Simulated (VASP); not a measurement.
# MgSiS3 in VASP: single point with PBEsol

Aim: the single point of MgSiS3 with PBEsol.

Everything below comes from runs of VASP 6.6.1. Logs are shortened: lines on timing, memory, paths and dates and some standing lists are left out, and cuts for length are marked.

### Step 1. The cell of the first run

The typed cell holds 10 atoms: a = 3.547 Å, b = 5.978 Å, c = 10.173 Å, α = 89.99°, β = 90.00°, γ = 90.00°.

### Step 2. Single point, PBEsol

Input file INCAR:

```
SYSTEM = MgSiS3
ALGO = Normal
EDIFF = 1E-6
ENCUT = 520
GGA = PS
ISIF = 2
ISMEAR = -1
LASPH = .TRUE.
LCHARG = .FALSE.
LREAL = .FALSE.
LWAVE = .FALSE.
NBANDS = 35
NELM = 100
PREC = Accurate
SIGMA = 0.05
```

Input file KPOINTS:

```
k-points
0
G
  4 4 2
  0 0 0
```

Input file POSCAR:

```
MgSiS3
1.0
    3.5471889098      0.0017002514      0.0003278128
   -0.0029320942      5.9781540095     -0.0037551545
   -0.0006695425      0.0074533911     10.1732165992
Mg Si S
2 2 6
Direct
   -0.0005077228      0.1202721851     -0.0607663082
   -0.0005072528     -0.1145689105      0.4392369688
    0.4994893434      0.3309277290      0.3151953942
    0.4994865687      0.6748165006      0.8152066026
    0.4994783461      0.8371565263     -0.0036939521
    0.4995101330     -0.3217604138      0.3211318562
   -0.0005155093      0.2070840915      0.2022421055
    0.4994890904      0.1685447504      0.4963004463
    0.4995145930      0.3275173419      0.8211437308
   -0.0005116941      0.7986762049      0.7022432277
```

Potentials or basis: VASP PAW PBE potentials, release 64 (Mg, Si, S).

On the command line:

```
> cat potpaw_PBE.64/Mg/POTCAR potpaw_PBE.64/Si/POTCAR potpaw_PBE.64/S/POTCAR > POTCAR
> mpirun -np 1 vasp_std > vasp.out
```

OUTCAR:

```text
SYSTEM = MgSiS3
   EDIFF = 1E-6
   ENCUT = 520
   GGA = PS
   ISIF = 2
   ISMEAR = -1
   LASPH = .TRUE.
   LREAL = .FALSE.
   NELM = 100
   PREC = Accurate

 ion  position               nearest neighbor table
   1  0.999  0.120  0.939-   9 2.47   9 2.47   5 2.52   5 2.52   7 2.73  10 3.08
   2  0.999  0.885  0.439-   6 2.47   6 2.47   8 2.52   8 2.52  10 2.73   7 3.08
   3  0.499  0.331  0.315-   6 2.08   8 2.08   7 2.24   7 2.24
   4  0.499  0.675  0.815-   9 2.08   5 2.08  10 2.24  10 2.24
   5  0.499  0.837  0.996-   4 2.08   1 2.52   1 2.52
   6  0.500  0.678  0.321-   3 2.08   2 2.47   2 2.47
   7  0.999  0.207  0.202-   3 2.24   3 2.24   1 2.73   2 3.08
   8  0.499  0.169  0.496-   3 2.08   2 2.52   2 2.52
   9  0.500  0.328  0.821-   4 2.08   1 2.47   1 2.47
  10  0.999  0.799  0.702-   4 2.24   4 2.24   2 2.73   1 3.08

  LATTYP: Found a simple monoclinic cell.
 ALAT       =     5.9781559079
 B/A-ratio  =     0.5933584515
 C/A-ratio  =     2.6261385035
 COS(beta)  =    -0.7616421933

  Lattice vectors:

 A1 = (  -0.0029320942,   5.9781540095,  -0.0037551545)
 A2 = (   3.5471889098,   0.0017002514,   0.0003278128)
 A3 = (   0.0065337309, -11.9637614101, -10.1657062902)

Analysis of symmetry for initial positions (statically):
=====================================================================
 Subroutine PRICEL returns:
 Original cell was already a primitive cell.

 Routine SETGRP: Setting up the symmetry group for a
 simple monoclinic supercell.

 Subroutine GETGRP returns: Found  1 space group operations
 (whereof  1 operations were pure point group operations)
 out of a pool of  4 trial point group operations.

The static configuration has the point symmetry C_1 .

Analysis of symmetry for dynamics (positions and initial velocities):
=====================================================================
 Subroutine PRICEL returns:
 Original cell was already a primitive cell.

 Routine SETGRP: Setting up the symmetry group for a
 simple monoclinic supercell.

 Subroutine GETGRP returns: Found  1 space group operations
 (whereof  1 operations were pure point group operations)
 out of a pool of  4 trial point group operations.

The dynamic configuration has the point symmetry C_1 .

 Subroutine INISYM returns: Found  1 space group operations
 (whereof  1 operations are pure point group operations),
 and found     1 'primitive' translations

----------------------------------------------------------------------------------------

                                     Primitive cell

  volume of cell :     215.7297

  direct lattice vectors                    reciprocal lattice vectors
     3.547188910  0.001700251  0.000327813     0.281913308  0.000138281  0.000018453
    -0.002932094  5.978154009 -0.003755154    -0.000080168  0.167275601 -0.000122559
    -0.000669543  0.007453391 10.173216599    -0.000009114  0.000061741  0.098297281

  length of vectors
     3.547189332  5.978155908 10.173219352     0.281913342  0.167275665  0.098297301

  position of ions in fractional coordinates (direct lattice)
     0.999492277  0.120272185  0.939233692
     0.999492747  0.885431090  0.439236969
     0.499489343  0.330927729  0.315195394
     0.499486569  0.674816501  0.815206603
     0.499478346  0.837156526  0.996306048
     0.499510133  0.678239586  0.321131856
     0.999484491  0.207084092  0.202242105
     0.499489090  0.168544750  0.496300446
     0.499514593  0.327517342  0.821143731
     0.999488306  0.798676205  0.702243228

  ion indices of the primitive-cell ions
   primitive index   ion index
                 1           1
                 2           2
                 3           3
                 4           4
                 5           5
                 6           6
                 7           7
                 8           8
                 9           9
                10          10

----------------------------------------------------------------------------------------

 KPOINTS: k-points

Automatic generation of k-mesh.
 Grid dimensions read from file:
 generate k-points for:    4    4    2

 Generating k-lattice:

  Cartesian coordinates                     Fractional coordinates (reciprocal lattice)
     0.070478327  0.000034570  0.000004613     0.250000000  0.000000000  0.000000000
    -0.000020042  0.041818900 -0.000030640    -0.000000000  0.250000000  0.000000000
    -0.000004557  0.000030870  0.049148641     0.000000000 -0.000000000  0.500000000

  Length of vectors
     0.070478336  0.041818916  0.049148651

  Shift w.r.t. Gamma in fractional coordinates (k-lattice)
     0.000000000  0.000000000  0.000000000

 Subroutine IBZKPT returns following result:
 ===========================================

 Found     20 irreducible k-points:

 Following reciprocal coordinates:
            Coordinates               Weight
  0.000000  0.000000  0.000000      1.000000
  0.250000 -0.000000  0.000000      2.000000
  0.500000 -0.000000  0.000000      1.000000
 -0.000000  0.250000  0.000000      2.000000
  0.250000  0.250000  0.000000      2.000000
  0.250000 -0.250000 -0.000000      2.000000
[... 12 lines left out ...]
  0.250000  0.500000  0.500000      2.000000
  0.500000  0.500000  0.500000      1.000000
   k-points           NKPTS =     20   k-points in BZ     NKDIM =     20   number of bands    NBANDS=     35
   number of dos      NEDOS =    301   number of ions     NIONS =     10
   total plane-waves  NPLWV = 107520
   dimension x,y,z NGX =    28 NGY =   48 NGZ =   80
   dimension x,y,z NGXF=    56 NGYF=   96 NGZF=  160
   ions per type =               2   2   6
   NGX,Y,Z   is equivalent  to a cutoff of  13.12, 13.35, 13.07 a.u.
   NGXF,Y,Z  is equivalent  to a cutoff of  26.25, 26.70, 26.15 a.u.
 SYSTEM =  MgSiS3
   PREC   = accura    normal or accurate (medium, high low for compatibility)
   ISTART =      0    job   : 0-new  1-cont  2-samecut
   ICHARG =      2    charge: 1-file 2-atom 10-const
   ISPIN  =      1    spin polarized calculation?
   LNONCOLLINEAR =      F non collinear calculations
   LSORBIT =      F    spin-orbit coupling
   LASPH  =      T    aspherical Exc in radial PAW
   ENCUT  =  520.0 eV  38.22 Ry    6.18 a.u.   6.60 11.12 18.92*2*pi/ulx,y,z
   NELM   =    100;   NELMIN=  2; NELMDL= -5     # of ELM steps
   EDIFF  = 0.1E-05   stopping-criterion for ELM
   LREAL  =      F    real-space projection
   EDIFFG = 0.1E-04   stopping-criterion for IOM
   NSW    =      0    number of steps for IOM
   IBRION =     -1    ionic relax: 0-MD 1-quasi-New 2-CG
   NFREE  =      0    steps in history (QN), initial steepest desc. (CG)
   ISIF   =      2    stress and relaxation
   ISYM   =      2    0-nonsym 1-usesym 2-fastsym
   POTIM  = 0.5000    time-step for ionic-motion
   TEBEG  =    0.0;   TEEND  =   0.0 temperature during run
   PSTRESS=    0.0 pullay stress
   NELECT =      48.0000    total number of electrons
   NUPDOWN=      -1.0000    fix difference up-down
   EMIN   =  10.00;   EMAX   =-10.00  energy-range for DOS
   EFERMI =   0.00;   METHOD = LEGACY
   ISMEAR =    -1;   SIGMA  =   0.05  broadening in eV -4-tet -1-fermi 0-gaus
   EFERMI_NEDOS =   21; number of points for ismear=-14 and -15
   IALGO  =     38    algorithm
   IMIX   =      4    mixing-type and parameters
     AMIX     =   0.40;   BMIX     =  1.00
     AMIX_MAG =   1.60;   BMIX_MAG =  1.00
  volume/ion in A,a.u.               =      21.57       145.58
  Fermi-wavevector in a.u.,A,eV,Ry     =   0.992016  1.874638 13.389429  0.984095
  Thomas-Fermi vector in A             =   2.123798
   LORBIT       =      0    0 simple, 1 ext, 2 COOP (PROOUT), +10 PAW based schemes
   GGA     = PS    functional components
   LHFCALC =     F    Hartree Fock is set to
   AEXX    =    0.0000 exact exchange contribution
   IVDW    =     0    specifies the selected vdW correction
   LEPSILON=     F    determine dielectric tensor
   LRPA    =     F    only Hartree local field effects (RPA)
 non-spin polarized calculation
  energy-cutoff  :      520.00
  volume of cell :      215.73
 maximum number of plane-waves:      5856
 NGX is ok and might be reduce to    28
   NGX = 13   NGY = 23   NGZ = 37

 number of electron      47.9999999 magnetization

 Free energy of the ion-electron system (eV)
  ---------------------------------------------------
  ext. energy  EPLUGINS =         0.00000000
  ---------------------------------------------------
  free energy    TOTEN  =       -50.23799904 eV

  energy without entropy =      -50.23799903  energy(sigma->0) =      -50.23799904

 E-fermi :   3.7932     XC(G=0):  -8.9807

 val. band max:        2.9467454583   @ k =  -0.0000   0.5000   0.0000
 cond. band min:       4.6219763801   @ k =  -0.0000   0.5000   0.0000
 fundamental gap:      1.6752309218
 Fermi energy:         3.7931550404

 k-point     1 :       0.0000    0.0000    0.0000
  band No.  band energies     occupation
      1     -11.2599      2.00000
      2     -11.0600      2.00000
      3      -9.3836      2.00000
      4      -9.1036      2.00000
      5      -8.8987      2.00000
      6      -8.7345      2.00000
[... 27 lines left out ...]
     34       9.1729      0.00000
     35       9.5797      0.00000

 k-point     2 :       0.2500   -0.0000    0.0000
  band No.  band energies     occupation
      1     -10.7738      2.00000
      2     -10.5871      2.00000
      3      -9.2490      2.00000
      4      -9.0720      2.00000
      5      -8.7076      2.00000
      6      -8.5446      2.00000
[... 27 lines left out ...]
     34       8.9790      0.00000
     35       9.6340      0.00000
[... 644 lines left out ...]
     34       8.6461      0.00000
     35       9.5376      0.00000

 k-point    20 :       0.5000    0.5000    0.5000
  band No.  band energies     occupation
      1      -9.5990      2.00000
      2      -9.5990      2.00000
      3      -9.3921      2.00000
      4      -9.3918      2.00000
      5      -8.7469      2.00000
      6      -8.7466      2.00000
[... 27 lines left out ...]
     34       8.7502      0.00000
     35       9.2442      0.00000

------------------------ aborting loop because EDIFF is reached ----------------------------------------

  FORCE on cell =-STRESS in cart. coord.  units (eV):
  Direction    XX          YY          ZZ          XY          YZ          ZX
  --------------------------------------------------------------------------------------
  -------------------------------------------------------------------------------------
  Total       -0.1900327     -0.1155795     -0.0934314      0.0001939     -0.0018192     -0.0008405
  in kB       -1.4113313     -0.8583838     -0.6938948      0.0014398     -0.0135107     -0.0062425
  external PRESSURE =      -0.9878700 kB  Pullay stress =       0.0000000 kB

 VOLUME and BASIS-vectors are now :
 -----------------------------------------------------------------------------
  energy-cutoff  :      520.00
  volume of cell :      215.73
      direct lattice vectors                 reciprocal lattice vectors
     3.547188910  0.001700251  0.000327813     0.281913308  0.000138281  0.000018453
    -0.002932094  5.978154009 -0.003755154    -0.000080168  0.167275601 -0.000122559
    -0.000669543  0.007453391 10.173216599    -0.000009114  0.000061741  0.098297281

 POSITION                                       TOTAL-FORCE (eV/Angst)
 -----------------------------------------------------------------------------------
      3.54441      0.72771      9.55490         0.000143     -0.005387     -0.001324
      3.54250      5.29822      4.46546         0.000139      0.005616     -0.001672
      1.77060      1.98154      3.20547        -0.000075     -0.000988      0.003426
      1.76925      4.04108      8.29090        -0.000020      0.002110      0.003141
      1.76862      5.01293     10.13266        -0.000043      0.004542     -0.005459
      1.76965      4.05786      3.26456        -0.000297     -0.003862      0.001812
      3.54462      1.24119      2.05700         0.000321      0.002669      0.001625
      1.77096      1.01213      5.04850        -0.000081     -0.004813     -0.005397
      1.77036      1.96492      8.35261        -0.000342      0.002526      0.001595
      3.54256      4.78154      7.14140         0.000254     -0.002414      0.002252
 -----------------------------------------------------------------------------------
    total drift:                               -0.000098      0.000015      0.000784

  FREE ENERGIE OF THE ION-ELECTRON SYSTEM (eV)
  ---------------------------------------------------
  free  energy   TOTEN  =       -50.2379990446 eV

  energy  without entropy=      -50.2379990289  energy(sigma->0) =      -50.23799904
```

It took 82 s on 1 thread of Intel Xeon 6975P-C (Granite Rapids), shared host; peak memory 0.38 GiB.

What came out:

```yaml
Free_energy: -50.2380 eV
Pressure: -0.1 GPa
Largest_force: 0.007 eV/Å
Band_gap_on_the_k_mesh: 1.68 eV
```

Forces on the atoms (eV/Å):
```
Mg   0.000 -0.005 -0.001
Mg   0.000  0.006 -0.002
Si   0.000 -0.001  0.003
Si   0.000  0.002  0.003
S    0.000  0.005 -0.005
S    0.000 -0.004  0.002
S    0.000  0.003  0.002
S    0.000 -0.005 -0.005
S    0.000  0.003  0.002
S    0.000 -0.002  0.002
```

Caveat: the k points lie up to 0.44 Å⁻¹ apart; the PAW data sets were made with another functional, which shifts forces and pressure a little.
